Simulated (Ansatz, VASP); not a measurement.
ReAg2Br6: VASP beside Ansatz

```
Re Ag Br
1.0
     6.85930    0.00000    0.00000
    -3.42965    5.94033    0.00000
    -3.42965    1.98011    5.81965
Re Ag Br
1 2 6
Cartesian
  -0.0003 3.9604 2.9104
  3.4300 1.9799 1.7284
  -3.4300 5.9405 4.0912
  0.7532 2.1017 1.4922
  1.2330 5.5417 1.4922
  -1.9861 4.2372 1.4922
  -0.7532 5.8188 4.3274
  -1.2330 2.3787 4.3274
  1.9861 3.6832 4.3274
```

Alike in both runs: task single point; functional PBE; k mesh 3 × 3 × 3; occupations gaussian, width 0.2243 eV; no spin polarisation; Hubbard terms Br p U = 1.62 eV.

```csv
,VASP,Ansatz
version,VASP 6.6.1,Ansatz 0.2.0
potentials or method,"VASP PAW PBE potentials, release 64 (Re_sv_GW, Ag_sv_GW, Br), cutoff 630 eV",PAW plane waves
valence electrons in the cell,95,95
```

Ansatz gave:

* gap on the k mesh at the Fermi level (eV): none
* pressure (GPa): 3.5
* traceless stress, the component that is largest in VASP (GPa): 0.25
* rms of the force components (eV/Å): 0.330

Question: Which values does VASP return?

Answer: gap on the k mesh at the Fermi level (eV): none; pressure (GPa): 2.9; traceless stress, the component that is largest in VASP (GPa): 0.21; rms of the force components (eV/Å): 0.292.

The programs project onto different local orbitals, so the same U acts differently, and such runs can settle in different states. Atom by atom the forces differ by 0.039 eV/Å (rms over components). A gap of «none» marks a metal or a gap that the smearing closes. Ansatz's warnings: filled band counts differ across k points, structure snapped to symmetry.

The k mesh is coarse, so the values compare programs but aren't converged. Spin-orbit coupling is off throughout.
